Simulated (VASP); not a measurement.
# Au (P6_3/mmc) in VASP: single point with PBE

Aim: the single point of Au with PBE.

All numbers are computed with VASP 6.6.1; they aren't measurements. Logs are shortened: lines on timing, memory, paths and dates and some standing lists are left out, and cuts for length are marked.

## Step 1: The cell of the first run

It takes space group P6_3/mmc (No. 194, hexagonal). Conventional cell: a = 3.213 Å, b = 3.213 Å, c = 8.751 Å, α = 90.00°, β = 90.00°, γ = 120.00°. Within 2.5 Å of Au (site symmetry -6m2) lie 3 Au at 1.86 Å. Within 2.5 Å of Au (site symmetry -6m2) lie 3 Au at 1.86 Å.

This isn't the form of Au at room conditions, which is fcc.

## Step 2: Single point, PBE

INCAR reads:

```
ALGO = Normal ; EDIFF = 1E-6
ENCUT = 540 ; GGA = PE
GGA_COMPAT = F ; ISIF = 2
ISMEAR = 0 ; LASPH = T
LCHARG = F ; LREAL = F
LWAVE = F ; NBANDS = 46
NELM = 120 ; PREC = Accurate
SIGMA = 0.1
```

KPOINTS reads:

```
k-points
0
Gamma
  6 6 2
```

POSCAR reads:

```
Au
1.0
    3.2130423376      0.0000000000      0.0000000000
   -1.6065211688      2.7825762878      0.0000000000
    0.0000000000      0.0000000000      8.7509689683
Au
4
Direct
    0.0000000000      0.0000000000      0.2500000000
    0.0000000000      0.0000000000      0.7500000000
    0.3333333333      0.6666666667      0.7500000000
    0.6666666667      0.3333333333      0.2500000000
```

Potentials or basis: VASP PAW PBE potentials, release 64 (Au_sv_GW).

Command:

```
$ cat potpaw_PBE.64/Au_sv_GW/POTCAR > POTCAR
$ mpirun -np 1 vasp_std > vasp.out
```

OUTCAR:

```text
EDIFF = 1E-6
   ENCUT = 540
   GGA = PE
   ISIF = 2
   ISMEAR = 0
   LASPH = T
   LREAL = F
   NELM = 120
   PREC = Accurate

 ion  position               nearest neighbor table
   1  0.000  0.000  0.250-   4 1.86   4 1.86   4 1.86
   2  0.000  0.000  0.750-   3 1.86   3 1.86   3 1.86
   3  0.333  0.667  0.750-   2 1.86   2 1.86   2 1.86
   4  0.667  0.333  0.250-   1 1.86   1 1.86   1 1.86

  LATTYP: Found a hexagonal cell.
 ALAT       =     3.2130423376
 C/A-ratio  =     2.7235772358

  Lattice vectors:

 A1 = (   3.2130423376,   0.0000000000,   0.0000000000)
 A2 = (  -1.6065211688,   2.7825762878,   0.0000000000)
 A3 = (   0.0000000000,   0.0000000000,   8.7509689683)

Analysis of symmetry for initial positions (statically):
=====================================================================
 Subroutine PRICEL returns:
 Original cell was already a primitive cell.

 Routine SETGRP: Setting up the symmetry group for a
 hexagonal supercell.

 Subroutine GETGRP returns: Found 24 space group operations
 (whereof 12 operations were pure point group operations)
 out of a pool of 24 trial point group operations.

The static configuration has the point symmetry D_3d.
 The point group associated with its full space group is D_6h.

Analysis of symmetry for dynamics (positions and initial velocities):
=====================================================================
 Subroutine PRICEL returns:
 Original cell was already a primitive cell.

 Routine SETGRP: Setting up the symmetry group for a
 hexagonal supercell.

 Subroutine GETGRP returns: Found 24 space group operations
 (whereof 12 operations were pure point group operations)
 out of a pool of 24 trial point group operations.

The dynamic configuration has the point symmetry D_3d.
 The point group associated with its full space group is D_6h.

 Subroutine INISYM returns: Found 24 space group operations
 (whereof 12 operations are pure point group operations),
 and found     1 'primitive' translations

----------------------------------------------------------------------------------------

                                     Primitive cell
[... 77 lines left out ...]
   ICHARG =      2    charge: 1-file 2-atom 10-const
   ISPIN  =      1    spin polarized calculation?
   LNONCOLLINEAR =      F non collinear calculations
   LSORBIT =      F    spin-orbit coupling
   LASPH  =      T    aspherical Exc in radial PAW
   ENCUT  =  540.0 eV  39.69 Ry    6.30 a.u.   6.09  6.09 16.58*2*pi/ulx,y,z
   NELM   =    120;   NELMIN=  2; NELMDL= -5     # of ELM steps
   EDIFF  = 0.1E-05   stopping-criterion for ELM
   LREAL  =      F    real-space projection
   EDIFFG = 0.1E-04   stopping-criterion for IOM
   NSW    =      0    number of steps for IOM
   IBRION =     -1    ionic relax: 0-MD 1-quasi-New 2-CG
   NFREE  =      0    steps in history (QN), initial steepest desc. (CG)
   ISIF   =      2    stress and relaxation
   ISYM   =      2    0-nonsym 1-usesym 2-fastsym
   POTIM  = 0.5000    time-step for ionic-motion
   TEBEG  =    0.0;   TEEND  =   0.0 temperature during run
   PSTRESS=    0.0 pullay stress
   NELECT =      76.0000    total number of electrons
   NUPDOWN=      -1.0000    fix difference up-down
   EMIN   =  10.00;   EMAX   =-10.00  energy-range for DOS
   EFERMI =   0.00;   METHOD = LEGACY
   ISMEAR =     0;   SIGMA  =   0.10  broadening in eV -4-tet -1-fermi 0-gaus
   EFERMI_NEDOS =   21; number of points for ismear=-14 and -15
   IALGO  =     38    algorithm
   IMIX   =      4    mixing-type and parameters
     AMIX     =   0.40;   BMIX     =  1.00
     AMIX_MAG =   1.60;   BMIX_MAG =  1.00
  volume/ion in A,a.u.               =      19.56       131.99
  Fermi-wavevector in a.u.,A,eV,Ry     =   1.621335  3.063879 35.766012  2.628728
  Thomas-Fermi vector in A             =   2.715128
   LORBIT       =      0    0 simple, 1 ext, 2 COOP (PROOUT), +10 PAW based schemes
   GGA     = PE    functional components
   LHFCALC =     F    Hartree Fock is set to
   AEXX    =    0.0000 exact exchange contribution
   IVDW    =     0    specifies the selected vdW correction
   LEPSILON=     F    determine dielectric tensor
   LRPA    =     F    only Hartree local field effects (RPA)
 non-spin polarized calculation
 Gauss-broadening in eV      SIGMA  =   0.10
  energy-cutoff  :      540.00
  volume of cell :       78.24
 maximum number of plane-waves:      2268
   NGX = 13   NGY = 13   NGZ = 33

 number of electron      76.0000023 magnetization

 Free energy of the ion-electron system (eV)
  ---------------------------------------------------
  ext. energy  EPLUGINS =         0.00000000
  ---------------------------------------------------
  free energy    TOTEN  =        49.83150863 eV

  energy without entropy =       49.84555702  energy(sigma->0) =       49.83853282

 E-fermi :   8.0347     XC(G=0): -11.1892

 val. band max:        7.9864119178   @ k =   0.3333   0.3333   0.0000
 cond. band min:       8.0430799020   @ k =   0.3333   0.3333   0.5000
 fundamental gap:      0.0566679842
 Fermi energy:         8.0346887424

 k-point     1 :       0.0000    0.0000    0.0000
  band No.  band energies     occupation
      1    -101.2063      2.00000
      2    -101.2062      2.00000
      3     -99.4907      2.00000
      4     -99.4907      2.00000
      5     -55.2992      2.00000
      6     -55.2992      2.00000
[... 675 lines left out ...]
     45      14.7902      0.00000
     46      14.7954      0.00000

------------------------ aborting loop because EDIFF is reached ----------------------------------------

  FORCE on cell =-STRESS in cart. coord.  units (eV):
  Direction    XX          YY          ZZ          XY          YZ          ZX
  --------------------------------------------------------------------------------------
  -------------------------------------------------------------------------------------
  Total      268.7773666    268.7773666     -0.9622148     -0.0000000      0.0000000     -0.0000000
  in kB     5504.0656467   5504.0656467    -19.7043870     -0.0000000      0.0000000     -0.0000000
  external PRESSURE =    3662.8089688 kB  Pullay stress =       0.0000000 kB

 VOLUME and BASIS-vectors are now :
 -----------------------------------------------------------------------------
  energy-cutoff  :      540.00
  volume of cell :       78.24
      direct lattice vectors                 reciprocal lattice vectors
     3.213042338  0.000000000  0.000000000     0.311231504  0.179689593  0.000000000
    -1.606521169  2.782576288  0.000000000     0.000000000  0.359379186  0.000000000
     0.000000000  0.000000000  8.750968968     0.000000000  0.000000000  0.114273060

 POSITION                                       TOTAL-FORCE (eV/Angst)
 -----------------------------------------------------------------------------------
      0.00000      0.00000      2.18774         0.000000     -0.000000     -0.000000
      0.00000      0.00000      6.56323         0.000000      0.000000     -0.000000
     -0.00000      1.85505      6.56323         0.000000     -0.000000     -0.000000
      1.60652      0.92753      2.18774        -0.000000      0.000000      0.000000
 -----------------------------------------------------------------------------------
    total drift:                                0.000000     -0.000000     -0.000000

  FREE ENERGIE OF THE ION-ELECTRON SYSTEM (eV)
  ---------------------------------------------------
  free  energy   TOTEN  =        49.8315086316 eV

  energy  without entropy=       49.8455570160  energy(sigma->0) =       49.83853282
```

stdout:

```text
POSCAR found type information on POSCAR Au
 POSCAR found :  1 types and       4 ions
 scaLAPACK will be used
 LDA part: xc-table for (Slater+PW92), standard interpolation
 POSCAR, INCAR and KPOINTS ok, starting setup
 FFT: planning ... GRIDC
 FFT: planning ... GRID_SOFT
 FFT: planning ... GRID
 WAVECAR not read
 entering main loop
```

Run time: 62 s. Hardware: 1 thread of AMD EPYC 7R13 (Zen 3), shared host; peak memory 0.18 GiB.

Results:

| Quantity | Value |
| --- | --- |
| Free energy | 49.8315 eV |
| Pressure | 366.3 GPa |
| Band gap on the k mesh | zero (bands 38 and 39 overlap by 2.30 eV) |

Caveat: the k points lie up to 0.38 Å⁻¹ apart, too coarse for converged energies and pressures of a metal; atoms lie so close that the PAW spheres overlap strongly, which falsifies energies and pressures; spin-orbit coupling is left out, which moves the levels of the heavy elements.

The gap in the log of VASP goes by the Fermi energy; the results here count the filled bands.